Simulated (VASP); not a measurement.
# Zn (P4/mmm) in VASP: further runs

Zn is run at these levels: PBE; tasks: single point.

All numbers are computed with VASP 6.6.1; they aren't measurements. Logs are shortened: lines on timing, memory, paths and dates and some standing lists are left out, and cuts for length are marked.

## (1) The cell of the first run

It takes space group P4/mmm (No. 123, tetragonal). The conventional cell has a = 2.581 Å, b = 2.581 Å, c = 2.645 Å, α = 90.00°, β = 90.00°, γ = 90.00°. Zn (site symmetry 4/mmm) has 6 Zn at 2.58 to 2.64 Å within 3.4 Å.

## (2) Single point, PBE

Input file INCAR:

```
SYSTEM = Zn
PREC     = Accurate       ! precision mode
ENCUT    = 520            ! plane-wave cutoff, eV
EDIFF    = 1E-6           ! SCF threshold, eV
ISMEAR   = 0              ! smearing method
SIGMA    = 0.1            ! smearing width, eV
LREAL    = .False.        ! projectors in reciprocal space
LASPH    = .True.         ! aspherical terms in the spheres
NELM     = 100            ! most SCF steps
ALGO     = Normal         ! electronic algorithm
ISIF     = 2              ! what is computed and relaxed
LWAVE    = .False.        ! write WAVECAR
LCHARG   = .True.         ! write CHGCAR
GGA      = PE             ! functional
LELF     = .True.         ! ELF
LVHAR    = .True.       
NBANDS   = 12             ! bands
```

Input file KPOINTS:

```
regular mesh
0
Gamma
  8 8 6
  0 0 0
```

Input file POSCAR:

```
Zn
1.0
    2.5814347954      0.0000000000      0.0000000000
    0.0000000000      2.5814347954      0.0000000000
    0.0000000000      0.0000000000      2.6449270254
Zn
1
Direct
    0.0000000000      0.0000000000      0.0000000000
```

Potentials or basis: VASP PAW PBE potentials, release 64 (Zn).

The run is started by

```console
> cat potpaw_PBE.64/Zn/POTCAR > POTCAR
> mpirun -np 1 vasp_std > vasp.out
```

OUTCAR:

```text
SYSTEM = Zn
   PREC = Accurate
   ENCUT = 520
   EDIFF = 1E-6
   ISMEAR = 0
   LREAL = .False.
   LASPH = .True.
   NELM = 100
   ISIF = 2
   GGA = PE

 ion  position               nearest neighbor table
   1  0.000  0.000  0.000-

  LATTYP: Found a simple tetragonal cell.
 ALAT       =     2.5814347954
 C/A-ratio  =     1.0245957132

  Lattice vectors:

 A1 = (   2.5814347954,   0.0000000000,   0.0000000000)
 A2 = (   0.0000000000,   2.5814347954,   0.0000000000)
 A3 = (   0.0000000000,   0.0000000000,   2.6449270254)

Analysis of symmetry for initial positions (statically):
=====================================================================
 Subroutine PRICEL returns:
 Original cell was already a primitive cell.

 Routine SETGRP: Setting up the symmetry group for a
 simple tetragonal supercell.

 Subroutine GETGRP returns: Found 16 space group operations
 (whereof 16 operations were pure point group operations)
 out of a pool of 16 trial point group operations.

The static configuration has the point symmetry D_4h.

Analysis of symmetry for dynamics (positions and initial velocities):
=====================================================================
 Subroutine PRICEL returns:
 Original cell was already a primitive cell.

 Routine SETGRP: Setting up the symmetry group for a
 simple tetragonal supercell.

 Subroutine GETGRP returns: Found 16 space group operations
 (whereof 16 operations were pure point group operations)
 out of a pool of 16 trial point group operations.

The dynamic configuration has the point symmetry D_4h.

 Subroutine INISYM returns: Found 16 space group operations
 (whereof 16 operations are pure point group operations),
 and found     1 'primitive' translations

----------------------------------------------------------------------------------------

                                     Primitive cell

  volume of cell :      17.6253

  direct lattice vectors                    reciprocal lattice vectors
     2.581434795  0.000000000  0.000000000     0.387381468  0.000000000  0.000000000
     0.000000000  2.581434795  0.000000000     0.000000000  0.387381468  0.000000000
     0.000000000  0.000000000  2.644927025     0.000000000  0.000000000  0.378082265

  length of vectors
     2.581434795  2.581434795  2.644927025     0.387381468  0.387381468  0.378082265

  position of ions in fractional coordinates (direct lattice)
     0.000000000  0.000000000  0.000000000

  ion indices of the primitive-cell ions
   primitive index   ion index
                 1           1

----------------------------------------------------------------------------------------

 KPOINTS: regular mesh

Automatic generation of k-mesh.
 Grid dimensions read from file:
 generate k-points for:    8    8    6

 Generating k-lattice:

  Cartesian coordinates                     Fractional coordinates (reciprocal lattice)
     0.048422683  0.000000000  0.000000000     0.125000000  0.000000000  0.000000000
     0.000000000  0.048422683  0.000000000     0.000000000  0.125000000  0.000000000
     0.000000000  0.000000000  0.063013711     0.000000000  0.000000000  0.166666667

  Length of vectors
     0.048422683  0.048422683  0.063013711

  Shift w.r.t. Gamma in fractional coordinates (k-lattice)
     0.000000000  0.000000000  0.000000000

 Subroutine IBZKPT returns following result:
 ===========================================

 Found     60 irreducible k-points:

 Following reciprocal coordinates:
            Coordinates               Weight
  0.000000  0.000000  0.000000      1.000000
  0.125000  0.000000  0.000000      4.000000
  0.250000  0.000000  0.000000      4.000000
  0.375000  0.000000  0.000000      4.000000
  0.500000  0.000000  0.000000      2.000000
  0.125000  0.125000  0.000000      4.000000
[... 16 lines left out ...]
  0.375000  0.125000  0.166667     16.000000
  0.500000  0.125000  0.166667      8.000000
 [... further k-points ...]
   k-points           NKPTS =     60   k-points in BZ     NKDIM =     60   number of bands    NBANDS=     12
   number of dos      NEDOS =    301   number of ions     NIONS =      1
   total plane-waves  NPLWV =   8000
   dimension x,y,z NGX =    20 NGY =   20 NGZ =   20
   dimension x,y,z NGXF=    40 NGYF=   40 NGZF=   40
   ions per type =               1
   NGX,Y,Z   is equivalent  to a cutoff of  12.88, 12.88, 12.57 a.u.
   NGXF,Y,Z  is equivalent  to a cutoff of  25.76, 25.76, 25.14 a.u.
 SYSTEM =  Zn
   PREC   = accura    normal or accurate (medium, high low for compatibility)
   ISTART =      0    job   : 0-new  1-cont  2-samecut
   ICHARG =      2    charge: 1-file 2-atom 10-const
   ISPIN  =      1    spin polarized calculation?
   LNONCOLLINEAR =      F non collinear calculations
   LSORBIT =      F    spin-orbit coupling
   LASPH  =      T    aspherical Exc in radial PAW
   ENCUT  =  520.0 eV  38.22 Ry    6.18 a.u.   4.80  4.80  4.92*2*pi/ulx,y,z
   NELM   =    100;   NELMIN=  2; NELMDL= -5     # of ELM steps
   EDIFF  = 0.1E-05   stopping-criterion for ELM
   LREAL  =      F    real-space projection
   EDIFFG = 0.1E-04   stopping-criterion for IOM
   NSW    =      0    number of steps for IOM
   IBRION =     -1    ionic relax: 0-MD 1-quasi-New 2-CG
   NFREE  =      0    steps in history (QN), initial steepest desc. (CG)
   ISIF   =      2    stress and relaxation
   ISYM   =      2    0-nonsym 1-usesym 2-fastsym
   POTIM  = 0.5000    time-step for ionic-motion
   TEBEG  =    0.0;   TEEND  =   0.0 temperature during run
   PSTRESS=    0.0 pullay stress
   NELECT =      12.0000    total number of electrons
   NUPDOWN=      -1.0000    fix difference up-down
   EMIN   =  10.00;   EMAX   =-10.00  energy-range for DOS
   EFERMI =   0.00;   METHOD = LEGACY
   ISMEAR =     0;   SIGMA  =   0.10  broadening in eV -4-tet -1-fermi 0-gaus
   EFERMI_NEDOS =   21; number of points for ismear=-14 and -15
   IALGO  =     38    algorithm
   IMIX   =      4    mixing-type and parameters
     AMIX     =   0.40;   BMIX     =  1.00
     AMIX_MAG =   1.60;   BMIX_MAG =  1.00
  volume/ion in A,a.u.               =      17.63       118.94
  Fermi-wavevector in a.u.,A,eV,Ry     =   1.440201  2.721586 28.220935  2.074180
  Thomas-Fermi vector in A             =   2.558972
   LORBIT       =      0    0 simple, 1 ext, 2 COOP (PROOUT), +10 PAW based schemes
   GGA     = PE    functional components
   LHFCALC =     F    Hartree Fock is set to
   AEXX    =    0.0000 exact exchange contribution
   IVDW    =     0    specifies the selected vdW correction
   LEPSILON=     F    determine dielectric tensor
   LRPA    =     F    only Hartree local field effects (RPA)
 non-spin polarized calculation
 Gauss-broadening in eV      SIGMA  =   0.10
  energy-cutoff  :      520.00
  volume of cell :       17.63
 maximum number of plane-waves:       488
 NGX is ok and might be reduce to    20
   NGX =  9   NGY =  9   NGZ =  9

 number of electron      11.9999983 magnetization

 Free energy of the ion-electron system (eV)
  ---------------------------------------------------
  ext. energy  EPLUGINS =         0.00000000
  ---------------------------------------------------
  free energy    TOTEN  =        -0.89877644 eV

  energy without entropy =       -0.89773560  energy(sigma->0) =       -0.89825602

 E-fermi :   2.0430     XC(G=0): -10.7241

 val. band max:        1.9231689080   @ k =   0.3750   0.3750   0.3333
 cond. band min:       2.1110068751   @ k =   0.5000   0.1250   0.3333
 fundamental gap:      0.1878379671
 Fermi energy:         2.0429686481

 k-point     1 :       0.0000    0.0000    0.0000
  band No.  band energies     occupation
      1      -7.2107      2.00000
      2      -6.0450      2.00000
      3      -5.9992      2.00000
      4      -4.8181      2.00000
      5      -4.8181      2.00000
      6      -4.7823      2.00000
      7      13.7085      0.00000
      8      14.8081      0.00000
      9      14.8081      0.00000
     10      16.9638      0.00000
     11      17.7016      0.00000
     12      20.2754      0.00000

 k-point     2 :       0.1250    0.0000    0.0000
  band No.  band energies     occupation
      1      -6.8579      2.00000
      2      -5.9934      2.00000
      3      -5.9215      2.00000
      4      -4.8770      2.00000
      5      -4.8380      2.00000
      6      -4.8132      2.00000
      7      11.0186      0.00000
      8      14.1272      0.00000
      9      15.2269      0.00000
     10      17.3294      0.00000
     11      19.2183      0.00000
     12      23.2397      0.00000

 k-point     3 :       0.2500    0.0000    0.0000
  band No.  band energies     occupation
      1      -6.1579      2.00000
      2      -5.9329      2.00000
      3      -5.2920      2.00000
      4      -5.0160      2.00000
      5      -4.9699      2.00000
      6      -4.8013      2.00000
      7       6.5014      0.00000
      8      15.3274      0.00000
      9      16.4304      0.00000
     10      18.1362      0.00000
     11      20.0190      0.00000
     12      27.8018      0.00000
[... 286 lines left out ...]
 k-point    23 :       0.3750    0.1250    0.1667
  band No.  band energies     occupation
      1      -5.7189      2.00000
      2      -5.4964      2.00000
      3      -5.3608      2.00000
      4      -5.2015      2.00000
      5      -4.9236      2.00000
      6      -2.5756      2.00000
      7       3.4351      0.00000
      8      12.2632      0.00000
      9      14.9864      0.00000
     10      18.3054      0.00000
     11      20.6831      0.00000
     12      26.1114      0.00000

 k-point    24 :       0.5000    0.1250    0.1667
  band No.  band energies     occupation
      1      -5.6903      2.00000
      2      -5.4429      2.00000
      3      -5.3938      2.00000
      4      -5.2613      2.00000
      5      -4.9138      2.00000
      6      -0.1389      2.00000
      7       0.3096      2.00000
      8      13.8472      0.00000
      9      15.7792      0.00000
     10      17.1088      0.00000
     11      18.2722      0.00000
     12      27.8684      0.00000

 [... further k-points ...]
[... 5 lines left out ...]
  --------------------------------------------------------------------------------------
  -------------------------------------------------------------------------------------
  Total        0.1340216      0.1340216      0.3413804      0.0000000      0.0000000      0.0000000
  in kB       12.1828611     12.1828611     31.0322461      0.0000000      0.0000000      0.0000000
  external PRESSURE =      18.4659894 kB  Pullay stress =       0.0000000 kB

 VOLUME and BASIS-vectors are now :
 -----------------------------------------------------------------------------
  energy-cutoff  :      520.00
  volume of cell :       17.63
      direct lattice vectors                 reciprocal lattice vectors
     2.581434795  0.000000000  0.000000000     0.387381468  0.000000000  0.000000000
     0.000000000  2.581434795  0.000000000     0.000000000  0.387381468  0.000000000
     0.000000000  0.000000000  2.644927025     0.000000000  0.000000000  0.378082265

 POSITION                                       TOTAL-FORCE (eV/Angst)
 -----------------------------------------------------------------------------------
      0.00000      0.00000      0.00000         0.000000      0.000000      0.000000
 -----------------------------------------------------------------------------------
    total drift:                                0.000000      0.000000      0.000000

  FREE ENERGIE OF THE ION-ELECTRON SYSTEM (eV)
  ---------------------------------------------------
  free  energy   TOTEN  =        -0.8987764392 eV

  energy  without entropy=       -0.8977355957  energy(sigma->0) =       -0.89825602
```

It took 7 s on 1 thread of Intel Xeon Platinum 8259CL at 2.50GHz (Skylake/Cascade Lake), shared host; peak memory 0.12 GiB.

What came out:

| Item | Value |
| --- | --- |
| Free energy | -0.8988 eV |
| Pressure | 1.8 GPa |
| Band gap on the k mesh | zero (band 6 reaches 7.51 eV, above the bottom of band 7 at -1.00 eV) |

Levels at points of the mesh, in eV from the Fermi level:
```csv
k point,band 3,band 4,band 5,band 6,band 7,band 8,band 9,band 10
"(0.00, 0.00, 0.00)",-8.04,-6.86,-6.86,-6.83,11.67,12.77,12.77,14.92
"(0.50, 0.00, 0.00)",-7.25,-7.19,-6.83,-2.92,-2.82,16.37,17.52,18.92
"(0.50, 0.50, 0.00)",-7.18,-7.18,-6.53,1.47,1.47,2.88,6.27,21.55
"(0.00, 0.00, 0.50)",-7.17,-7.17,-6.80,-3.22,-3.05,17.14,17.14,19.75
"(0.50, 0.00, 0.50)",-7.14,-7.11,-6.58,1.13,1.36,2.46,6.07,22.37
"(0.50, 0.50, 0.50)",-7.77,-6.58,-6.52,5.47,5.47,5.72,9.86,10.66
```

Caveat: the k points lie up to 0.40 Å⁻¹ apart.

## (3) Single point, PBE

This run uses another cell than the first one, of 18.18 Å³/atom, 1.032 times its volume.

Input file INCAR:

```
  PREC = Accurate
  ENCUT = 520
  EDIFF = 1E-7
  ISMEAR = 0
  SIGMA = 0.1
  LREAL = F
  LASPH = T
  NELM = 60
  ALGO = Fast
  ISIF = 2
  LWAVE = F
  LCHARG = F
  GGA = PE
  NBANDS = 12
```

Input file KPOINTS:

```
regular mesh
0
Gamma
  22 22 20
```

Input file POSCAR:

```
Zn
1.0
    2.6359297063      0.0000000000      0.0000000000
    0.0000000000      2.6359297063      0.0000000000
    0.0000000000      0.0000000000      2.6169350539
Zn
1
Direct
    0.0000000000      0.0000000000      0.0000000000
```

Potentials or basis: VASP PAW PBE potentials, release 64 (Zn).

The run is started by

```console
> cat potpaw_PBE.64/Zn/POTCAR > POTCAR
> mpirun -np 1 vasp_std > vasp.out
```

OUTCAR:

```text
PREC = Accurate
   ENCUT = 520
   EDIFF = 1E-7
   ISMEAR = 0
   LREAL = F
   LASPH = T
   NELM = 60
   ISIF = 2
   GGA = PE

 ion  position               nearest neighbor table
   1  0.000  0.000  0.000-

  LATTYP: Found a simple tetragonal cell.
 ALAT       =     2.6359297063
 C/A-ratio  =     0.9927939458

  Lattice vectors:

 A1 = (   2.6359297063,   0.0000000000,   0.0000000000)
 A2 = (   0.0000000000,   2.6359297063,   0.0000000000)
 A3 = (   0.0000000000,   0.0000000000,   2.6169350539)

Analysis of symmetry for initial positions (statically):
=====================================================================
 Subroutine PRICEL returns:
 Original cell was already a primitive cell.

 Routine SETGRP: Setting up the symmetry group for a
 simple tetragonal supercell.

 Subroutine GETGRP returns: Found 16 space group operations
 (whereof 16 operations were pure point group operations)
 out of a pool of 16 trial point group operations.

The static configuration has the point symmetry D_4h.

Analysis of symmetry for dynamics (positions and initial velocities):
=====================================================================
[... 162 lines left out ...]
 fundamental gap:      0.0215299924
 Fermi energy:         1.7631809827

 k-point     1 :       0.0000    0.0000    0.0000
  band No.  band energies     occupation
      1      -7.1846      2.00000
      2      -6.1186      2.00000
      3      -6.1029      2.00000
      4      -4.9691      2.00000
      5      -4.9608      2.00000
      6      -4.9608      2.00000
      7      13.8877      0.00000
      8      13.8877      0.00000
      9      14.2102      0.00000
     10      16.8096      0.00000
     11      16.9942      0.00000
     12      19.5950      0.00000
[... 331 lines left out ...]
 k-point    24 :       0.0909    0.0909    0.0000
  band No.  band energies     occupation
      1      -6.8284      2.00000
      2      -6.0744      2.00000
      3      -6.0246      2.00000
      4      -5.0216      2.00000
      5      -4.9881      2.00000
      6      -4.9820      2.00000
      7      11.4385      0.00000
      8      12.0057      0.00000
      9      14.6302      0.00000
     10      17.9580      0.00000
     11      19.8518      0.00000
     12      21.4041      0.00000

 [... further k-points ...]
[... 5 lines left out ...]
  --------------------------------------------------------------------------------------
  -------------------------------------------------------------------------------------
  Total        0.0433750      0.0433750      0.0496187      0.0000000     -0.0000000     -0.0000000
  in kB        3.8219872      3.8219872      4.3721539      0.0000000     -0.0000000     -0.0000000
  external PRESSURE =       4.0053761 kB  Pullay stress =       0.0000000 kB

 VOLUME and BASIS-vectors are now :
 -----------------------------------------------------------------------------
  energy-cutoff  :      520.00
  volume of cell :       18.18
      direct lattice vectors                 reciprocal lattice vectors
     2.635929706  0.000000000  0.000000000     0.379372787  0.000000000  0.000000000
     0.000000000  2.635929706  0.000000000     0.000000000  0.379372787  0.000000000
     0.000000000  0.000000000  2.616935054     0.000000000  0.000000000  0.382126411

 POSITION                                       TOTAL-FORCE (eV/Angst)
 -----------------------------------------------------------------------------------
      0.00000      0.00000      0.00000         0.000000      0.000000      0.000000
 -----------------------------------------------------------------------------------
    total drift:                                0.000000      0.000000      0.000000

  FREE ENERGIE OF THE ION-ELECTRON SYSTEM (eV)
  ---------------------------------------------------
  free  energy   TOTEN  =        -0.8821035725 eV

  energy  without entropy=       -0.8803440811  energy(sigma->0) =       -0.88122383
```

stdout:

```text
POSCAR found type information on POSCAR Zn
 POSCAR found :  1 types and       1 ions
 scaLAPACK will be used
 LDA part: xc-table for (Slater+PW92), standard interpolation
 POSCAR, INCAR and KPOINTS ok, starting setup
 FFT: planning ... GRIDC
 FFT: planning ... GRID_SOFT
 FFT: planning ... GRID
 WAVECAR not read
 entering main loop
WARNING in EDDRMM: call to ZHEGV failed, returncode =   8  4     10
WARNING in EDDRMM: call to ZHEGV failed, returncode =   8  4     12
WARNING in EDDRMM: call to ZHEGV failed, returncode =   8  4     12
WARNING in EDDRMM: call to ZHEGV failed, returncode =   8  4     11
WARNING in EDDRMM: call to ZHEGV failed, returncode =   8  4     12
WARNING in EDDRMM: call to ZHEGV failed, returncode =   8  4     11
WARNING in EDDRMM: call to ZHEGV failed, returncode =   8  4     11
```

It took 1.7 min on 1 thread of Intel Xeon Platinum 8259CL at 2.50GHz (Skylake/Cascade Lake), shared host; peak memory 0.27 GiB.

Results:

```yaml
Free_energy: -0.8821 eV
Pressure: 0.4 GPa
Band_gap_on_the_k_mesh: zero (band 6 reaches 7.23 eV, above the bottom of band 7 at -0.99 eV)
```

Levels at points of the mesh, in eV from the Fermi level:
| k point | band 3 | band 4 | band 5 | band 6 | band 7 | band 8 | band 9 | band 10 |
| --- | --- | --- | --- | --- | --- | --- | --- | --- |
| (0.00, 0.00, 0.00) | -7.87 | -6.73 | -6.72 | -6.72 | 12.12 | 12.12 | 12.45 | 15.05 |
| (0.50, 0.00, 0.00) | -7.06 | -7.05 | -6.70 | -2.92 | -2.75 | 16.53 | 16.87 | 19.19 |
| (0.50, 0.50, 0.00) | -6.99 | -6.99 | -6.47 | 1.38 | 1.38 | 2.42 | 6.13 | 21.71 |
| (0.00, 0.00, 0.50) | -7.07 | -7.07 | -6.70 | -2.80 | -2.72 | 16.65 | 16.65 | 19.16 |
| (0.50, 0.00, 0.50) | -7.01 | -7.00 | -6.45 | 1.40 | 1.48 | 2.54 | 6.19 | 21.47 |
| (0.50, 0.50, 0.50) | -7.60 | -6.45 | -6.43 | 5.47 | 5.55 | 5.55 | 9.47 | 10.64 |
